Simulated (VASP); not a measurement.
# NaH (P6_3/mmc) in VASP: further runs, part 2 of 2

VASP 6.6.1. The steps go on from the part before.

## (4) Single point, r2SCAN (volume changed by -3%)

The input, POSCAR:

```
NaH
1.0
    3.9133721538      0.0000000000      0.0000000000
   -1.9566860769      3.3890796996      0.0000000000
    0.0000000000      0.0000000000      4.7795494967
Na H
2 2
Direct
    0.3333333333      0.6666666667      0.2500000000
    0.6666666667      0.3333333333      0.7500000000
    0.6666666667      0.3333333333      0.2500000000
    0.3333333333      0.6666666667      0.7500000000
```

The input, INCAR.step1:

```
PREC     = Accurate       # precision mode
ENCUT    = 520            # plane-wave cutoff, eV
ISMEAR   = 0              # smearing method
SIGMA    = 0.01           # smearing width, eV
LREAL    = False          # projectors in reciprocal space
LASPH    = True           # aspherical terms in the spheres
NELM     = 60             # most SCF steps
NBANDS   = 16             # bands
GGA      = PE             # functional
ALGO     = Normal         # electronic algorithm
EDIFF    = 1E-4           # SCF threshold, eV
LWAVE    = True           # write WAVECAR
LCHARG   = False          # write CHGCAR
```

The input, INCAR.step2:

```
PREC     = Accurate       # precision mode
ENCUT    = 520            # plane-wave cutoff, eV
EDIFF    = 1E-7           # SCF threshold, eV
ISMEAR   = 0              # smearing method
SIGMA    = 0.01           # smearing width, eV
LREAL    = False          # projectors in reciprocal space
LASPH    = True           # aspherical terms in the spheres
NELM     = 60             # most SCF steps
ALGO     = Normal         # electronic algorithm
ISIF     = 2              # what is computed and relaxed
LWAVE    = False          # write WAVECAR
LCHARG   = True           # write CHGCAR
METAGGA  = R2SCAN         # meta-GGA
LMIXTAU  = True         
LELF     = True           # ELF
LVHAR    = True         
NBANDS   = 16             # bands
ISTART   = 1
```

The input, KPOINTS:

```
Automatic mesh
0
Gamma
  6 6 4
```

Started as:

```sh
$ cat potpaw_PBE.64/Na_pv/POTCAR potpaw_PBE.64/H/POTCAR > POTCAR
$ cp INCAR.step1 INCAR
$ mpirun -np 1 vasp_std > vasp.out
$ cp INCAR.step2 INCAR
$ mpirun -np 1 vasp_std > vasp.out
```

Run time: 4.2 min. Hardware: 1 thread of AMD EPYC 7R13, shared host; peak memory 0.15 GiB.

The run converged. Its results:

```
Free energy            : -15.0522 eV
Pressure               : 0.5 GPa
Band gap on the k mesh : 3.69 eV, indirect (least direct gap 4.60 eV)
```

Stress tensor (GPa, compression positive):
```
0.53 0.00 0.00
0.00 0.53 0.00
0.00 0.00 0.38
```

Levels at points of the mesh, in eV from the valence-band top:
| k point | band 4 | band 5 | band 6 | band 7 | band 8 | band 9 | band 10 | band 11 | band 12 | band 13 |
| --- | --- | --- | --- | --- | --- | --- | --- | --- | --- | --- |
| (0.00, 0.00, 0.00) | -22.97 | -22.97 | -22.95 | -3.38 | -0.01 | 5.48 | 8.69 | 11.16 | 11.16 | 11.28 |
| (0.50, 0.00, 0.00) | -22.99 | -22.98 | -22.96 | -1.51 | -0.60 | 4.26 | 8.29 | 8.44 | 8.55 | 8.57 |
| (0.00, 0.00, 0.50) | -22.98 | -22.98 | -22.98 | -2.02 | -2.02 | 7.64 | 7.64 | 11.73 | 11.73 | 11.73 |
| (0.50, 0.00, 0.50) | -22.99 | -22.96 | -22.96 | -0.83 | -0.83 | 4.48 | 4.48 | 9.34 | 9.34 | 9.97 |

Caveat: the cell differs from its parent crystal (volume changed by -3%); the PAW data sets were made with another functional, which shifts forces and pressure a little.

## (5) Single point, r2SCAN

This run uses another cell than the first one, of 16.34 Å³/atom, 0.925 times its volume.

The input, POSCAR:

```
NaH
1.0
    3.9533072809      0.0000000000      0.0000000000
   -1.9766536405      3.4236645342      0.0000000000
    0.0000000000      0.0000000000      4.8283237787
Na H
2 2
Direct
    0.3333333333      0.6666666667      0.2500000000
    0.6666666667      0.3333333333      0.7500000000
    0.6666666667      0.3333333333      0.2500000000
    0.3333333333      0.6666666667      0.7500000000
```

The input, INCAR.step1:

```
PREC     = Accurate       # precision mode
ENCUT    = 520            # plane-wave cutoff, eV
ISMEAR   = 0              # smearing method
SIGMA    = 0.01           # smearing width, eV
LREAL    = F              # projectors in reciprocal space
LASPH    = T              # aspherical terms in the spheres
NELM     = 100            # most SCF steps
NBANDS   = 16             # bands
GGA      = PE             # functional
ALGO     = Normal         # electronic algorithm
EDIFF    = 1E-4           # SCF threshold, eV
LWAVE    = T              # write WAVECAR
LCHARG   = F              # write CHGCAR
```

The input, INCAR.step2:

```
PREC     = Accurate       # precision mode
ENCUT    = 520            # plane-wave cutoff, eV
EDIFF    = 1E-7           # SCF threshold, eV
ISMEAR   = 0              # smearing method
SIGMA    = 0.01           # smearing width, eV
LREAL    = F              # projectors in reciprocal space
LASPH    = T              # aspherical terms in the spheres
NELM     = 100            # most SCF steps
ALGO     = Normal         # electronic algorithm
ISIF     = 2              # what is computed and relaxed
LWAVE    = F              # write WAVECAR
LCHARG   = F              # write CHGCAR
METAGGA  = R2SCAN         # meta-GGA
LMIXTAU  = T            
NBANDS   = 16             # bands
ISTART   = 1
```

The input, KPOINTS:

```
regular mesh
0
Gamma
  6 6 4
```

Started as:

```sh
$ cat potpaw_PBE.64/Na_pv/POTCAR potpaw_PBE.64/H/POTCAR > POTCAR
$ cp INCAR.step1 INCAR
$ mpirun -np 1 vasp_std > vasp.out
$ cp INCAR.step2 INCAR
$ mpirun -np 1 vasp_std > vasp.out
```

Run time: 4.3 min. Hardware: 1 thread of AMD EPYC 7R13, shared host; peak memory 0.15 GiB.

It converged, with:

```
Free energy            : -15.0539 eV
Pressure               : -0.2 GPa
Band gap on the k mesh : 3.68 eV, indirect (least direct gap 4.57 eV)
```

Stress tensor (GPa, compression positive):
```
-0.12  0.00  0.00
 0.00 -0.12  0.00
 0.00  0.00 -0.28
```

Levels at points of the mesh, in eV from the valence-band top:
```tsv
k point	band 4	band 5	band 6	band 7	band 8	band 9	band 10	band 11	band 12	band 13
(0.00, 0.00, 0.00)	-23.02	-23.02	-23.00	-3.30	-0.01	5.41	8.54	10.99	10.99	11.14
(0.50, 0.00, 0.00)	-23.04	-23.03	-23.02	-1.48	-0.59	4.23	8.16	8.29	8.43	8.46
(0.00, 0.00, 0.50)	-23.04	-23.04	-23.04	-1.97	-1.97	7.51	7.51	11.58	11.58	11.58
(0.50, 0.00, 0.50)	-23.04	-23.02	-23.02	-0.81	-0.81	4.44	4.44	9.18	9.18	9.82
```

Caveat: the PAW data sets were made with another functional, which shifts forces and pressure a little. A k mesh can miss the band edges.

## (6) Overview

```tsv
level	cell	gap on the mesh (eV)	pressure (GPa)
PBE	a = 4.051, b = 4.051, c = 4.972 Å, angles 90.0, 90.0, 120.0°, 4 atoms	3.33	-1.0
r2SCAN	a = 3.873, b = 3.873, c = 4.730 Å, angles 90.0, 90.0, 120.0°, 4 atoms	3.70	1.3
r2SCAN	a = 3.913, b = 3.913, c = 4.780 Å, angles 90.0, 90.0, 120.0°, 4 atoms	3.69	0.5
r2SCAN	a = 3.953, b = 3.953, c = 4.828 Å, angles 90.0, 90.0, 120.0°, 4 atoms	3.68	-0.2
```

Alike in all rows: task single point; potentials or basis VASP PAW PBE potentials, release 64 (Na_pv, H); no spin polarisation; k mesh 6 × 6 × 4; cutoff (eV) 520; smearing gaussian 0.01 eV.

Caveats: the PAW data sets were made with another functional, which shifts forces and pressure a little (some runs).

Total energies depend on the potentials used, so only differences within one code and one set of settings carry meaning.
